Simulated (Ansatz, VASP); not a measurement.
**CaO: VASP beside Ansatz**

```
Ca O
1.0
     0.00000    2.60673    2.60673
     2.60673    0.00000    2.60673
     2.60673    2.60673    0.00000
Ca O
1 1
Direct
  0.00000 0.00000 0.00000
  0.25000 0.25000 0.25000
```

Alike in both runs: task single point; functional LDA; k mesh 6 × 6 × 6; no spin polarisation.

```csv
,VASP,Ansatz
version,VASP 6.6.1,Ansatz 0.2.0
potentials or method,"VASP PAW LDA potentials, release 64 (Ca_sv, O)","plane waves, PAW"
plane-wave cutoff (eV),600,420
occupations,"gaussian, width 0.01 eV",fixed
valence electrons in the cell,16,16
```

|  | VASP | Ansatz | Ansatz less VASP |
| --- | --- | --- | --- |
| gap on the k mesh at the Fermi level (eV) | 3.14 | 3.14 | +0.001 |

LDA's correlation is that of Perdew and Zunger in VASP and of Perdew and Wang (1992) in Ansatz.
